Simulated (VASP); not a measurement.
# Cd2TeSe5 (P31m) in VASP: single point with PBE

Aim: the single point of Cd2TeSe5 with PBE.

Everything below comes from runs of VASP 6.6.1. Logs are shortened: lines on timing, memory, paths and dates and some standing lists are left out, and cuts for length are marked.

## (1) The cell of the first run

It takes space group P31m (No. 157, trigonal). Conventional cell: a = 7.257 Å, b = 7.257 Å, c = 5.337 Å, α = 90.00°, β = 90.00°, γ = 120.00°. Within 3.4 Å of Cd (site symmetry 3) lie 5 Se at 2.58 to 2.77 Å. Within 3.5 Å of Te (site symmetry 3m) lie 3 Se at 2.65 Å. Within 3.6 Å of Se (site symmetry m) lie 1 Te at 2.65 Å and 2 Cd at 2.77 Å and 4 Se at 3.23 to 3.54 Å. Se (site symmetry 3) has 2 Cd at 2.58 to 2.76 Å and 3 Se at 3.23 Å within 3.4 Å.

The cell was built from a structure type or drawn by symmetry, and may not be a known phase.

## (2) Single point, PBE

INCAR

```
PREC = Accurate
ENCUT = 500
EDIFF = 1E-6
ISMEAR = 0
SIGMA = 0.15
LREAL = F
LASPH = T
NELM = 120
ALGO = Normal
ISIF = 2
LWAVE = F
LCHARG = F
GGA = PE
NBANDS = 40
GGA_COMPAT = F
```

KPOINTS

```
regular mesh
0
Gamma
  2 2 2
```

POSCAR

```
Cd2TeSe5
1.0
    7.2565623553      0.0000000000      0.0000000000
   -3.6282811777      6.2843673438      0.0000000000
    0.0000000000      0.0000000000      5.3366686184
Cd Te Se
2 1 5
Direct
    0.3333333333      0.6666666667      0.0416956846
    0.6666666667      0.3333333333      0.0416956846
    0.0000000000      0.0000000000      0.1939659920
    0.2815399344      0.0000000000      0.8777197929
    0.0000000000      0.2815399344      0.8777197929
    0.7184600656      0.7184600656      0.8777197929
    0.3333333333      0.6666666667      0.5243564650
    0.6666666667      0.3333333333      0.5243564650
```

Potentials or basis: VASP PAW PBE potentials, release 64 (Cd, Te, Se).

On the command line:

```
> cat potpaw_PBE.64/Cd/POTCAR potpaw_PBE.64/Te/POTCAR potpaw_PBE.64/Se/POTCAR > POTCAR
> mpirun -np 1 vasp_std > vasp.out
```

OUTCAR:

```text
PREC = Accurate
   ENCUT = 500
   EDIFF = 1E-6
   ISMEAR = 0
   LREAL = F
   LASPH = T
   NELM = 120
   ISIF = 2
   GGA = PE

 ion  position               nearest neighbor table
   1  0.333  0.667  0.042-   7 2.58   7 2.76   4 2.77   5 2.77   6 2.77
   2  0.667  0.333  0.042-   8 2.58   8 2.76   5 2.77   4 2.77   6 2.77
   3  0.000  0.000  0.194-   6 2.65   5 2.65   4 2.65
   4  0.282  0.000  0.878-   3 2.65   1 2.77   2 2.77
   5  0.000  0.282  0.878-   3 2.65   2 2.77   1 2.77
   6  0.718  0.718  0.878-   3 2.65   2 2.77   1 2.77
   7  0.333  0.667  0.524-   1 2.58   1 2.76
   8  0.667  0.333  0.524-   2 2.58   2 2.76

  LATTYP: Found a hexagonal cell.
 ALAT       =     7.2565623553
 C/A-ratio  =     0.7354265501

  Lattice vectors:

 A1 = (   7.2565623553,   0.0000000000,   0.0000000000)
 A2 = (  -3.6282811777,   6.2843673438,   0.0000000000)
 A3 = (   0.0000000000,   0.0000000000,   5.3366686184)

Analysis of symmetry for initial positions (statically):
=====================================================================
 Subroutine PRICEL returns:
 Original cell was already a primitive cell.

 Routine SETGRP: Setting up the symmetry group for a
 hexagonal supercell.

 Subroutine GETGRP returns: Found  6 space group operations
 (whereof  6 operations were pure point group operations)
 out of a pool of 24 trial point group operations.

The static configuration has the point symmetry C_3v.

Analysis of symmetry for dynamics (positions and initial velocities):
=====================================================================
 Subroutine PRICEL returns:
 Original cell was already a primitive cell.

 Routine SETGRP: Setting up the symmetry group for a
 hexagonal supercell.

 Subroutine GETGRP returns: Found  6 space group operations
 (whereof  6 operations were pure point group operations)
 out of a pool of 24 trial point group operations.

The dynamic configuration has the point symmetry C_3v.

 Subroutine INISYM returns: Found  6 space group operations
 (whereof  6 operations are pure point group operations),
 and found     1 'primitive' translations

----------------------------------------------------------------------------------------

                                     Primitive cell

  volume of cell :     243.3676

  direct lattice vectors                    reciprocal lattice vectors
     7.256562355  0.000000000  0.000000000     0.137806299  0.079562504  0.000000000
    -3.628281178  6.284367344  0.000000000     0.000000000  0.159125007  0.000000000
     0.000000000  0.000000000  5.336668618     0.000000000  0.000000000  0.187382817

  length of vectors
     7.256562355  7.256562355  5.336668618     0.159125007  0.159125007  0.187382817

  position of ions in fractional coordinates (direct lattice)
     0.333333333  0.666666667  0.041695685
     0.666666667  0.333333333  0.041695685
     0.000000000  0.000000000  0.193965992
     0.281539934  0.000000000  0.877719793
     0.000000000  0.281539934  0.877719793
     0.718460066  0.718460066  0.877719793
     0.333333333  0.666666667  0.524356465
     0.666666667  0.333333333  0.524356465

  ion indices of the primitive-cell ions
   primitive index   ion index
                 1           1
                 2           2
                 3           3
                 4           4
                 5           5
                 6           6
                 7           7
                 8           8

----------------------------------------------------------------------------------------

 KPOINTS: regular mesh

Automatic generation of k-mesh.
 Grid dimensions read from file:
 generate k-points for:    2    2    2

 Generating k-lattice:

  Cartesian coordinates                     Fractional coordinates (reciprocal lattice)
     0.068903149  0.039781252  0.000000000     0.500000000  0.000000000  0.000000000
     0.000000000  0.079562504  0.000000000     0.000000000  0.500000000  0.000000000
     0.000000000  0.000000000  0.093691409     0.000000000  0.000000000  0.500000000

  Length of vectors
     0.079562504  0.079562504  0.093691409

  Shift w.r.t. Gamma in fractional coordinates (k-lattice)
     0.000000000  0.000000000  0.000000000

 Subroutine IBZKPT returns following result:
 ===========================================

 Found      4 irreducible k-points:

 Following reciprocal coordinates:
            Coordinates               Weight
  0.000000  0.000000  0.000000      1.000000
  0.500000  0.000000  0.000000      3.000000
  0.000000  0.000000  0.500000      1.000000
  0.500000  0.000000  0.500000      3.000000
   k-points           NKPTS =      4   k-points in BZ     NKDIM =      4   number of bands    NBANDS=     40
   number of dos      NEDOS =    301   number of ions     NIONS =      8
   total plane-waves  NPLWV = 116640
   dimension x,y,z NGX =    54 NGY =   54 NGZ =   40
   dimension x,y,z NGXF=   108 NGYF=  108 NGZF=   80
   ions per type =               2   1   5
   NGX,Y,Z   is equivalent  to a cutoff of  12.37, 12.37, 12.46 a.u.
   NGXF,Y,Z  is equivalent  to a cutoff of  24.74, 24.74, 24.92 a.u.
 SYSTEM =  unknown system
   PREC   = accura    normal or accurate (medium, high low for compatibility)
   ISTART =      0    job   : 0-new  1-cont  2-samecut
   ICHARG =      2    charge: 1-file 2-atom 10-const
   ISPIN  =      1    spin polarized calculation?
   LNONCOLLINEAR =      F non collinear calculations
   LSORBIT =      F    spin-orbit coupling
   LASPH  =      T    aspherical Exc in radial PAW
   ENCUT  =  500.0 eV  36.75 Ry    6.06 a.u.  13.23 13.23  9.73*2*pi/ulx,y,z
   NELM   =    120;   NELMIN=  2; NELMDL= -5     # of ELM steps
   EDIFF  = 0.1E-05   stopping-criterion for ELM
   LREAL  =      F    real-space projection
   EDIFFG = 0.1E-04   stopping-criterion for IOM
   NSW    =      0    number of steps for IOM
   IBRION =     -1    ionic relax: 0-MD 1-quasi-New 2-CG
   NFREE  =      0    steps in history (QN), initial steepest desc. (CG)
   ISIF   =      2    stress and relaxation
   ISYM   =      2    0-nonsym 1-usesym 2-fastsym
   POTIM  = 0.5000    time-step for ionic-motion
   TEBEG  =    0.0;   TEEND  =   0.0 temperature during run
   PSTRESS=    0.0 pullay stress
   NELECT =      60.0000    total number of electrons
   NUPDOWN=      -1.0000    fix difference up-down
   EMIN   =  10.00;   EMAX   =-10.00  energy-range for DOS
   EFERMI =   0.00;   METHOD = LEGACY
   ISMEAR =     0;   SIGMA  =   0.15  broadening in eV -4-tet -1-fermi 0-gaus
   EFERMI_NEDOS =   21; number of points for ismear=-14 and -15
   IALGO  =     38    algorithm
   IMIX   =      4    mixing-type and parameters
     AMIX     =   0.40;   BMIX     =  1.00
     AMIX_MAG =   1.60;   BMIX_MAG =  1.00
  volume/ion in A,a.u.               =      30.42       205.29
  Fermi-wavevector in a.u.,A,eV,Ry     =   1.026528  1.939858 14.337285  1.053761
  Thomas-Fermi vector in A             =   2.160426
   LORBIT       =      0    0 simple, 1 ext, 2 COOP (PROOUT), +10 PAW based schemes
   GGA     = PE    functional components
   LHFCALC =     F    Hartree Fock is set to
   AEXX    =    0.0000 exact exchange contribution
   IVDW    =     0    specifies the selected vdW correction
   LEPSILON=     F    determine dielectric tensor
   LRPA    =     F    only Hartree local field effects (RPA)
 non-spin polarized calculation
 Gauss-broadening in eV      SIGMA  =   0.15
  energy-cutoff  :      500.00
  volume of cell :      243.37
 maximum number of plane-waves:      6188
 NGX is ok and might be reduce to    54
   NGX = 27   NGY = 27   NGZ = 19

 number of electron      60.0000004 magnetization

 Free energy of the ion-electron system (eV)
  ---------------------------------------------------
  ext. energy  EPLUGINS =         0.00000000
  ---------------------------------------------------
  free energy    TOTEN  =       -21.97516574 eV

  energy without entropy =      -21.93103907  energy(sigma->0) =      -21.95310240

 E-fermi :   1.8753     XC(G=0):  -8.6525

 val. band max:        1.8472988243   @ k =   0.0000   0.0000   0.5000
 cond. band min:       2.0730156577   @ k =   0.5000   0.0000   0.5000
 fundamental gap:      0.2257168333
 Fermi energy:         1.8753022358

 k-point     1 :       0.0000    0.0000    0.0000
  band No.  band energies     occupation
      1     -12.3284      2.00000
      2     -10.8405      2.00000
      3     -10.8405      2.00000
      4     -10.3228      2.00000
      5     -10.1793      2.00000
      6      -8.5305      2.00000
[... 32 lines left out ...]
     39       7.6109      0.00000
     40       7.8883      0.00000

 k-point     2 :       0.5000    0.0000    0.0000
  band No.  band energies     occupation
      1     -12.2023      2.00000
      2     -11.1723      2.00000
      3     -10.9526      2.00000
      4     -10.1389      2.00000
      5     -10.0042      2.00000
      6      -8.5964      2.00000
[... 32 lines left out ...]
     39       7.8462      0.00000
     40       7.9534      0.00000

 k-point     3 :       0.0000    0.0000    0.5000
  band No.  band energies     occupation
      1     -12.2204      2.00000
      2     -10.8209      2.00000
      3     -10.8209      2.00000
      4     -10.1445      2.00000
      5      -9.8452      2.00000
      6      -8.5805      2.00000
[... 32 lines left out ...]
     39       7.2290      0.00000
     40       8.0713      0.00000

 k-point     4 :       0.5000    0.0000    0.5000
  band No.  band energies     occupation
      1     -12.1284      2.00000
      2     -11.0393      2.00000
      3     -10.8898      2.00000
      4      -9.8816      2.00000
      5      -9.8309      2.00000
      6      -8.7342      2.00000
[... 32 lines left out ...]
     39       7.4633      0.00000
     40       7.6862      0.00000

------------------------ aborting loop because EDIFF is reached ----------------------------------------

  FORCE on cell =-STRESS in cart. coord.  units (eV):
  Direction    XX          YY          ZZ          XY          YZ          ZX
  --------------------------------------------------------------------------------------
  -------------------------------------------------------------------------------------
  Total        0.1253509      0.1253509      0.1860558     -0.0000000      0.0000000     -0.0000000
  in kB        0.8252309      0.8252309      1.2248732     -0.0000000      0.0000000     -0.0000000
  external PRESSURE =       0.9584450 kB  Pullay stress =       0.0000000 kB

 VOLUME and BASIS-vectors are now :
 -----------------------------------------------------------------------------
  energy-cutoff  :      500.00
  volume of cell :      243.37
      direct lattice vectors                 reciprocal lattice vectors
     7.256562355  0.000000000  0.000000000     0.137806299  0.079562504  0.000000000
    -3.628281178  6.284367344  0.000000000     0.000000000  0.159125007  0.000000000
     0.000000000  0.000000000  5.336668618     0.000000000  0.000000000  0.187382817

 POSITION                                       TOTAL-FORCE (eV/Angst)
 -----------------------------------------------------------------------------------
     -0.00000      4.18958      0.22252         0.000000     -0.000000      0.011213
      3.62828      2.09479      0.22252         0.000000     -0.000000      0.011213
      0.00000      0.00000      1.03513         0.000000     -0.000000     -0.035820
      2.04301      0.00000      4.68410        -0.074115     -0.000000      0.008084
     -1.02151      1.76930      4.68410         0.037057     -0.064185      0.008084
      2.60678      4.51507      4.68410         0.037057      0.064185      0.008084
     -0.00000      4.18958      2.79832         0.000000     -0.000000     -0.005429
      3.62828      2.09479      2.79832         0.000000     -0.000000     -0.005429
 -----------------------------------------------------------------------------------
    total drift:                                0.000000      0.000000     -0.000857

  FREE ENERGIE OF THE ION-ELECTRON SYSTEM (eV)
  ---------------------------------------------------
  free  energy   TOTEN  =       -21.9751657361 eV

  energy  without entropy=      -21.9310390712  energy(sigma->0) =      -21.95310240
```

Run time: 35 s. Hardware: 1 thread of Intel Xeon Platinum 8488C (Sapphire Rapids), shared host; peak memory 0.33 GiB.

Results:

- Free energy: -21.9752 eV
- Pressure: 0.1 GPa
- Largest force: 0.075 eV/Å
- Band gap on the k mesh: zero (bands 30 and 31 overlap by 0.08 eV)

Forces on the atoms (eV/Å):
```
Cd   0.000  0.000  0.011
Cd   0.000  0.000  0.011
Te   0.000  0.000 -0.036
Se  -0.074  0.000  0.008
Se   0.037 -0.064  0.008
Se   0.037  0.064  0.008
Se   0.000  0.000 -0.005
Se   0.000  0.000 -0.005
```

Levels at points of the mesh, in eV from the Fermi level:
```
           k point  band 28  band 29  band 30  band 31  band 32  band 33
(0.00, 0.00, 0.00)    -1.16    -1.16    -0.10    -0.10     1.20     1.40
(0.50, 0.00, 0.00)    -1.17    -0.60    -0.51     0.23     1.38     1.44
(0.00, 0.00, 0.50)    -0.99    -0.03    -0.03     0.44     1.83     1.83
(0.50, 0.00, 0.50)    -0.37    -0.30    -0.27     0.20     1.28     1.57
```

Caveat: the k points lie up to 0.59 Å⁻¹ apart; semilocal functionals underestimate gaps, so a narrow gap can read as zero; spin-orbit coupling is left out, which moves the levels of the heavy elements.
